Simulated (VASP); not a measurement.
A run of VASP 6.6.1:

File INCAR:

```
SYSTEM = C
PREC = Accurate ; ENCUT = 600
EDIFF = 1E-6 ; ISMEAR = -1
SIGMA = 0.1 ; LREAL = .False.
LASPH = .True. ; NELM = 120
ALGO = Normal ; ISIF = 2
LWAVE = .False. ; LCHARG = .False.
GGA = PE ; NBANDS = 11
GGA_COMPAT = .False.
```

File KPOINTS:

```
regular mesh
0
Gamma
  14 14 14
  0 0 0
```

POSCAR

```
C
1.0
    0.0000000000      1.7833600000      1.7833600000
    1.7833600000      0.0000000000      1.7833600000
    1.7833600000      1.7833600000      0.0000000000
C
2
Direct
    0.5000000000      0.5000000000      0.5000000000
    0.7500000000      0.7500000000      0.7500000000
```

Potentials or basis: VASP PAW PBE potentials, release 64 (C).

Launch:

```console
$ cat potpaw_PBE.64/C/POTCAR > POTCAR
$ mpirun -np 1 vasp_std > vasp.out
```

Hardware: 1 thread of Intel(R) Xeon(R) 6975P-C (Granite Rapids) (shared host).

**Question.** How long does it take, and how much memory?

**Answer.** Run time: 5 s on 1 thread of Intel(R) Xeon(R) 6975P-C (Granite Rapids), on a shared host, peak memory 0.12 GiB. Counts: scf iterations 11, k points 104.
